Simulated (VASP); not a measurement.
# LiRe3 in VASP: notebook

The runs below take LiRe3 through single point, with PBE.

Everything below comes from runs of VASP 6.6.1. Logs are shortened: lines on timing, memory, paths and dates and some standing lists are left out, and cuts for length are marked.

## (1) The cell of the first run

It takes space group Fm-3m (No. 225, cubic). The conventional cell has a = 6.226 Å, b = 6.226 Å, c = 6.226 Å, α = 90.00°, β = 90.00°, γ = 90.00°. Re (site symmetry m-3m) has 8 Re at 2.70 Å and 6 Li at 3.11 Å within 3.6 Å. Within 3.6 Å of Re (site symmetry -43m) lie 10 Re at 2.70 to 3.11 Å and 4 Li at 2.70 Å. Li (site symmetry m-3m) has 14 Re at 2.70 to 3.11 Å within 3.6 Å.

## (2) Single point, PBE

The input, INCAR:

```
PREC = Accurate
ENCUT = 520
EDIFF = 1E-6
ISMEAR = -1
SIGMA = 0.05
LREAL = False
LASPH = True
NELM = 60
ALGO = Normal
ISIF = 2
LWAVE = False
LCHARG = True
GGA = PE
LELF = True
LVHAR = True
NBANDS = 20
```

The input, KPOINTS:

```
regular mesh
0
Gamma
  8 8 8
```

The input, POSCAR:

```
LiRe3
1.0
    0.0000000000      3.1127566129      3.1127566129
    3.1127566129      0.0000000000      3.1127566129
    3.1127566129      3.1127566129      0.0000000000
Re Li
3 1
Direct
    0.5000000000      0.5000000000      0.5000000000
    0.2500000000      0.2500000000      0.2500000000
    0.7500000000      0.7500000000      0.7500000000
    0.0000000000      0.0000000000      0.0000000000
```

Potentials or basis: VASP PAW PBE potentials, release 64 (Re, Li_sv).

Command:

```bash
$ cat potpaw_PBE.64/Re/POTCAR potpaw_PBE.64/Li_sv/POTCAR > POTCAR
$ mpirun -np 1 vasp_std > vasp.out
```

OUTCAR:

```text
PREC = Accurate
   ENCUT = 520
   EDIFF = 1E-6
   ISMEAR = -1
   LREAL = False
   LASPH = True
   NELM = 60
   ISIF = 2
   GGA = PE

 ion  position               nearest neighbor table
   1  0.500  0.500  0.500-   2 2.70   2 2.70   2 2.70   2 2.70   3 2.70   3 2.70   3 2.70   3 2.70

   2  0.250  0.250  0.250-   4 2.70   4 2.70   4 2.70   1 2.70   4 2.70   1 2.70   1 2.70   1 2.70
                             3 3.11   3 3.11   3 3.11   3 3.11   3 3.11   3 3.11
   3  0.750  0.750  0.750-   1 2.70   1 2.70   1 2.70   1 2.70   4 2.70   4 2.70   4 2.70   4 2.70
                             2 3.11   2 3.11   2 3.11   2 3.11   2 3.11   2 3.11
   4  0.000  0.000  0.000-   3 2.70   3 2.70   3 2.70   2 2.70   3 2.70   2 2.70   2 2.70   2 2.70

  LATTYP: Found a face centered cubic cell.
 ALAT       =     6.2255132258

  Lattice vectors:

 A1 = (   0.0000000000,   3.1127566129,   3.1127566129)
 A2 = (   3.1127566129,   0.0000000000,   3.1127566129)
 A3 = (   3.1127566129,   3.1127566129,   0.0000000000)

Analysis of symmetry for initial positions (statically):
=====================================================================
 Subroutine PRICEL returns:
 Original cell was already a primitive cell.

 Routine SETGRP: Setting up the symmetry group for a
 face centered cubic supercell.

 Subroutine GETGRP returns: Found 48 space group operations
 (whereof 48 operations were pure point group operations)
 out of a pool of 48 trial point group operations.

The static configuration has the point symmetry O_h .

Analysis of symmetry for dynamics (positions and initial velocities):
=====================================================================
 Subroutine PRICEL returns:
 Original cell was already a primitive cell.

 Routine SETGRP: Setting up the symmetry group for a
 face centered cubic supercell.

 Subroutine GETGRP returns: Found 48 space group operations
 (whereof 48 operations were pure point group operations)
 out of a pool of 48 trial point group operations.

The dynamic configuration has the point symmetry O_h .

 Subroutine INISYM returns: Found 48 space group operations
 (whereof 48 operations are pure point group operations),
 and found     1 'primitive' translations

----------------------------------------------------------------------------------------

                                     Primitive cell

  volume of cell :      60.3206

  direct lattice vectors                    reciprocal lattice vectors
     0.000000000  3.112756613  3.112756613    -0.160629327  0.160629327  0.160629327
[... 86 lines left out ...]
   LSORBIT =      F    spin-orbit coupling
   LASPH  =      T    aspherical Exc in radial PAW
   ENCUT  =  520.0 eV  38.22 Ry    6.18 a.u.   8.18  8.18  8.18*2*pi/ulx,y,z
   NELM   =     60;   NELMIN=  2; NELMDL= -5     # of ELM steps
   EDIFF  = 0.1E-05   stopping-criterion for ELM
   LREAL  =      F    real-space projection
[... 7 lines left out ...]
   TEBEG  =    0.0;   TEEND  =   0.0 temperature during run
   PSTRESS=    0.0 pullay stress
   NELECT =      24.0000    total number of electrons
   NUPDOWN=      -1.0000    fix difference up-down
   EMIN   =  10.00;   EMAX   =-10.00  energy-range for DOS
   EFERMI =   0.00;   METHOD = LEGACY
   ISMEAR =    -1;   SIGMA  =   0.05  broadening in eV -4-tet -1-fermi 0-gaus
   EFERMI_NEDOS =   21; number of points for ismear=-14 and -15
   IALGO  =     38    algorithm
   IMIX   =      4    mixing-type and parameters
     AMIX     =   0.40;   BMIX     =  1.00
     AMIX_MAG =   1.60;   BMIX_MAG =  1.00
  volume/ion in A,a.u.               =      15.08       101.77
  Fermi-wavevector in a.u.,A,eV,Ry     =   1.204084  2.275389 19.725972  1.449818
  Thomas-Fermi vector in A             =   2.339819
   LORBIT       =      0    0 simple, 1 ext, 2 COOP (PROOUT), +10 PAW based schemes
   GGA     = PE    functional components
   LHFCALC =     F    Hartree Fock is set to
   AEXX    =    0.0000 exact exchange contribution
   IVDW    =     0    specifies the selected vdW correction
   LEPSILON=     F    determine dielectric tensor
   LRPA    =     F    only Hartree local field effects (RPA)
 non-spin polarized calculation
  energy-cutoff  :      520.00
  volume of cell :       60.32
 maximum number of plane-waves:      1639
 NGX is ok and might be reduce to    36
   NGX = 17   NGY = 17   NGZ = 17

 number of electron      24.0000005 magnetization

 Free energy of the ion-electron system (eV)
  ---------------------------------------------------
  ext. energy  EPLUGINS =         0.00000000
  ---------------------------------------------------
  free energy    TOTEN  =       -38.18628329 eV

  energy without entropy =      -38.16257986  energy(sigma->0) =      -38.17443157

 E-fermi :   5.9143     XC(G=0): -12.3338

 val. band max:        5.8753753274   @ k =   0.3750   0.2500   0.1250
 cond. band min:       5.9380086322   @ k =  -0.2500   0.1250   0.0000
 fundamental gap:      0.0626333047
 Fermi energy:         5.9142953427

 k-point     1 :       0.0000    0.0000    0.0000
  band No.  band energies     occupation
      1     -38.8149      2.00000
      2      -2.5030      2.00000
      3       1.2896      2.00000
      4       1.2896      2.00000
      5       2.6097      2.00000
      6       2.6097      2.00000
[... 541 lines left out ...]
     19      10.8215      0.00000
     20      11.2250      0.00000

 [... further k-points ...]

------------------------ aborting loop because EDIFF is reached ----------------------------------------

  FORCE on cell =-STRESS in cart. coord.  units (eV):
  Direction    XX          YY          ZZ          XY          YZ          ZX
  --------------------------------------------------------------------------------------
  -------------------------------------------------------------------------------------
  Total       -6.2724103     -6.2724103     -6.2724103      0.0000000     -0.0000000      0.0000000
  in kB     -166.6017473   -166.6017473   -166.6017473      0.0000000     -0.0000000      0.0000000
  external PRESSURE =    -166.6017473 kB  Pullay stress =       0.0000000 kB

 VOLUME and BASIS-vectors are now :
 -----------------------------------------------------------------------------
  energy-cutoff  :      520.00
  volume of cell :       60.32
      direct lattice vectors                 reciprocal lattice vectors
     0.000000000  3.112756613  3.112756613    -0.160629327  0.160629327  0.160629327
     3.112756613  0.000000000  3.112756613     0.160629327 -0.160629327  0.160629327
     3.112756613  3.112756613  0.000000000     0.160629327  0.160629327 -0.160629327

 POSITION                                       TOTAL-FORCE (eV/Angst)
 -----------------------------------------------------------------------------------
      3.11276      3.11276      3.11276         0.000000      0.000000      0.000000
      1.55638      1.55638      1.55638         0.000000     -0.000000     -0.000000
      4.66913      4.66913      4.66913        -0.000000     -0.000000     -0.000000
      0.00000      0.00000      0.00000         0.000000      0.000000      0.000000
 -----------------------------------------------------------------------------------
    total drift:                                0.000000      0.000000      0.000000

  FREE ENERGIE OF THE ION-ELECTRON SYSTEM (eV)
  ---------------------------------------------------
  free  energy   TOTEN  =       -38.1862832859 eV

  energy  without entropy=      -38.1625798593  energy(sigma->0) =      -38.17443157
```

stdout:

```text
POSCAR found type information on POSCAR ReLi
 POSCAR found :  2 types and       4 ions
 scaLAPACK will be used
 LDA part: xc-table for (Slater+PW92), standard interpolation
 POSCAR, INCAR and KPOINTS ok, starting setup
 FFT: planning ... GRIDC
 FFT: planning ... GRID_SOFT
 FFT: planning ... GRID
 WAVECAR not read
 entering main loop
```

Wall time 44 s (1 thread of Intel Xeon Platinum 8488C (Sapphire Rapids), shared host); peak memory 0.2 GiB.

What came out:

| Quantity | Value |
| --- | --- |
| Free energy | -38.1863 eV |
| Band gap on the k mesh | zero (bands 12 and 13 overlap by 2.40 eV) |

Caveat: the cutoff is under 1.25 times the usual one of these potentials, so pressure, stress and relaxed cells hold a basis-set (Pulay) error; spin-orbit coupling is left out, which moves the levels of the heavy elements.

## (3) Single point, PBE (atoms moved at random)

The input, INCAR:

```
SYSTEM = LiRe3
PREC = Accurate
ENCUT = 520
EDIFF = 1E-7
ISMEAR = -1
SIGMA = 0.05
LREAL = .FALSE.
LASPH = .TRUE.
NELM = 60
ALGO = Fast
ISIF = 2
LWAVE = .FALSE.
LCHARG = .FALSE.
GGA = PE
NBANDS = 20
```

The input, KPOINTS:

```
Automatic mesh
0
G
  8 8 8
  0 0 0
```

The input, POSCAR:

```
LiRe3
1.0
    0.0000000000      3.0528810000      3.0528810000
    3.0528810000      0.0000000000      3.0528810000
    3.0528810000      3.0528810000      0.0000000000
Re Li
3 1
Direct
    0.5018340000      0.5062190000      0.4857820000
    0.2652110000      0.2441520000      0.2430690000
    0.7517110000      0.7482350000      0.7514630000
    0.0106230000     -0.0112020000     -0.0059610000
```

Potentials or basis: VASP PAW PBE potentials, release 64 (Re, Li_sv).

Command:

```bash
$ cat potpaw_PBE.64/Re/POTCAR potpaw_PBE.64/Li_sv/POTCAR > POTCAR
$ mpirun -np 1 vasp_std > vasp.out
```

OUTCAR:

```text
SYSTEM = LiRe3
   PREC = Accurate
   ENCUT = 520
   EDIFF = 1E-7
   ISMEAR = -1
   LREAL = .FALSE.
   LASPH = .TRUE.
   NELM = 60
   ISIF = 2
   GGA = PE

 ion  position               nearest neighbor table
   1  0.502  0.506  0.486-   3 2.59   2 2.60   2 2.61   3 2.64   2 2.67   3 2.67   3 2.67   2 2.69
                             4 3.00
   2  0.265  0.244  0.243-   1 2.60   1 2.61   4 2.63   4 2.63   4 2.65   1 2.67   4 2.68   1 2.69
                             3 3.01   3 3.02   3 3.04   3 3.07   3 3.08   3 3.09
   3  0.752  0.748  0.751-   1 2.59   4 2.61   4 2.62   1 2.64   4 2.67   1 2.67   1 2.67   4 2.68
                             2 3.01   2 3.02   2 3.04   2 3.07   2 3.08   2 3.09
   4  0.011  0.989  0.994-   3 2.61   3 2.62   2 2.63   2 2.63   2 2.65   3 2.67   2 2.68   3 2.68
                             1 3.00

  LATTYP: Found a face centered cubic cell.
 ALAT       =     6.1057620000

  Lattice vectors:

 A1 = (   0.0000000000,   3.0528810000,   3.0528810000)
 A2 = (   3.0528810000,   0.0000000000,   3.0528810000)
 A3 = (   3.0528810000,   3.0528810000,   0.0000000000)

Analysis of symmetry for initial positions (statically):
=====================================================================
 Subroutine PRICEL returns:
 Original cell was already a primitive cell.

 Routine SETGRP: Setting up the symmetry group for a
 face centered cubic supercell.

 Subroutine GETGRP returns: Found  1 space group operations
 (whereof  1 operations were pure point group operations)
 out of a pool of 48 trial point group operations.

The static configuration has the point symmetry C_1 .

Analysis of symmetry for dynamics (positions and initial velocities):
=====================================================================
 Subroutine PRICEL returns:
 Original cell was already a primitive cell.

 Routine SETGRP: Setting up the symmetry group for a
 face centered cubic supercell.

 Subroutine GETGRP returns: Found  1 space group operations
 (whereof  1 operations were pure point group operations)
 out of a pool of 48 trial point group operations.
[... 125 lines left out ...]
     AMIX_MAG =   1.60;   BMIX_MAG =  1.00
  volume/ion in A,a.u.               =      14.23        96.01
  Fermi-wavevector in a.u.,A,eV,Ry     =   1.227699  2.320015 20.507324  1.507246
  Thomas-Fermi vector in A             =   2.362653
   LORBIT       =      0    0 simple, 1 ext, 2 COOP (PROOUT), +10 PAW based schemes
   GGA     = PE    functional components
   LHFCALC =     F    Hartree Fock is set to
   AEXX    =    0.0000 exact exchange contribution
   IVDW    =     0    specifies the selected vdW correction
   LEPSILON=     F    determine dielectric tensor
   LRPA    =     F    only Hartree local field effects (RPA)
 non-spin polarized calculation
 RMM-DIIS sequential band-by-band and
  energy-cutoff  :      520.00
  volume of cell :       56.91
 maximum number of plane-waves:      1543
   NGX = 17   NGY = 17   NGZ = 17

 number of electron      24.0000003 magnetization

 Free energy of the ion-electron system (eV)
  ---------------------------------------------------
  ext. energy  EPLUGINS =         0.00000000
  ---------------------------------------------------
  free energy    TOTEN  =       -38.38131293 eV

  energy without entropy =      -38.35945242  energy(sigma->0) =      -38.37038268

 E-fermi :   6.5348     XC(G=0): -12.6326

 val. band max:        6.5227104275   @ k =  -0.2500   0.0000   0.1250
 cond. band min:       6.5568406239   @ k =   0.3750   0.5000   0.2500
 fundamental gap:      0.0341301964
 Fermi energy:         6.5347671851

 k-point     1 :       0.0000    0.0000    0.0000
  band No.  band energies     occupation
      1     -38.2089      2.00000
      2      -2.2223      2.00000
      3       1.4962      2.00000
      4       1.5119      2.00000
      5       2.9577      2.00000
      6       2.9725      2.00000
[... 541 lines left out ...]
     19      13.3678      0.00000
     20      14.1155      0.00000

 [... further k-points ...]

------------------------ aborting loop because EDIFF is reached ----------------------------------------

  FORCE on cell =-STRESS in cart. coord.  units (eV):
  Direction    XX          YY          ZZ          XY          YZ          ZX
  --------------------------------------------------------------------------------------
  -------------------------------------------------------------------------------------
  Total       -1.1897140     -1.1471970     -1.1841586      0.1621292     -0.2178738      0.0859287
  in kB      -33.4960436    -32.2989925    -33.3396336      4.5646995     -6.1341720      2.4192972
  external PRESSURE =     -33.0448899 kB  Pullay stress =       0.0000000 kB

 VOLUME and BASIS-vectors are now :
 -----------------------------------------------------------------------------
  energy-cutoff  :      520.00
  volume of cell :       56.91
      direct lattice vectors                 reciprocal lattice vectors
     0.000000000  3.052881000  3.052881000    -0.163779722  0.163779722  0.163779722
     3.052881000  0.000000000  3.052881000     0.163779722 -0.163779722  0.163779722
     3.052881000  3.052881000  0.000000000     0.163779722  0.163779722 -0.163779722

 POSITION                                       TOTAL-FORCE (eV/Angst)
 -----------------------------------------------------------------------------------
      3.02846      3.01507      3.07747         0.046061      0.500010     -0.117913
      1.48743      1.55172      1.55502         0.151882     -0.337466     -0.177598
      4.57840      4.58901      4.57916        -0.377087     -0.164540      0.204282
      6.05337      3.06711      3.05111         0.179143      0.001997      0.091229
 -----------------------------------------------------------------------------------
    total drift:                                0.000085     -0.000216      0.000011

  FREE ENERGIE OF THE ION-ELECTRON SYSTEM (eV)
  ---------------------------------------------------
  free  energy   TOTEN  =       -38.3813129296 eV

  energy  without entropy=      -38.3594524233  energy(sigma->0) =      -38.37038268
```

OSZICAR:

```text
N       E                     dE             d eps       ncg     rms          rms(c)
DAV:   1     0.873659366719E+02    0.87366E+02   -0.10488E+04 20096   0.148E+03
DAV:   2    -0.297201816450E+02   -0.11709E+03   -0.10815E+03 19784   0.455E+02
DAV:   3    -0.401257387140E+02   -0.10406E+02   -0.90953E+01 19004   0.196E+02
[... 32 lines left out ...]
RMM:  36    -0.383813123972E+02   -0.19869E-06   -0.29440E-06 16517   0.171E-02    0.166E-03
RMM:  37    -0.383813125716E+02   -0.17440E-06   -0.23791E-06 15811   0.171E-02    0.215E-03
RMM:  38    -0.383813127218E+02   -0.15026E-06   -0.16641E-06 15341   0.173E-02    0.704E-04
RMM:  39    -0.383813128724E+02   -0.15055E-06   -0.13880E-06 14897   0.167E-02    0.161E-03
RMM:  40    -0.383813129296E+02   -0.57242E-07   -0.95219E-07 14349   0.166E-02
   1 F= -.38381313E+02 E0= -.38370383E+02  d E =-.218605E-01
```

stdout:

```text
POSCAR found type information on POSCAR ReLi
 POSCAR found :  2 types and       4 ions
 scaLAPACK will be used
[... 83 lines left out ...]
 num prob WARNING in EDDRMM: call to ZHEGV failed, returncode =   6  3     12
 num prob  num prob  num prob  num prob  num prob  num prob  num prob  num prob  num prob  num prob  num prob  num prob  num prob  num prob RMM:  39    -0.383813128724E+02   -0.15055E-06   -0.13880E-06 14897   0.167E-02    0.161E-03
 num prob  num prob  num prob  num prob  num prob  num prob  num prob  num prob  num prob WARNING in EDDRMM: call to ZHEGV failed, returncode =   6  3     14
 num prob  num prob  num prob  num prob WARNING in EDDRMM: call to ZHEGV failed, returncode =   6  3      8
 num prob  num prob WARNING in EDDRMM: call to ZHEGV failed, returncode =   6  3     17
 num prob  num prob  num prob WARNING in EDDRMM: call to ZHEGV failed, returncode =   8  4     12
 num prob RMM:  40    -0.383813129296E+02   -0.57242E-07   -0.95219E-07 14349   0.166E-02
```

It took 13 min on 1 thread of Intel Xeon Platinum 8488C (Sapphire Rapids), shared host; peak memory 0.37 GiB.

What came out:

```yaml
Free_energy: -38.3813 eV
Largest_force: 0.516 eV/Å
Band_gap_on_the_k_mesh: zero (bands 12 and 13 overlap by 2.62 eV)
```

Forces in eV/Å, atoms in the order of the input:
```
Re   0.046  0.500 -0.118
Re   0.152 -0.337 -0.178
Re  -0.377 -0.165  0.204
Li   0.179  0.002  0.091
```

Caveat: the cell differs from its parent crystal (atoms moved at random); the cutoff is under 1.25 times the usual one of these potentials, so pressure, stress and relaxed cells hold a basis-set (Pulay) error; spin-orbit coupling is left out, which moves the levels of the heavy elements.

The gap in the log of VASP goes by the Fermi energy; the results here count the filled bands.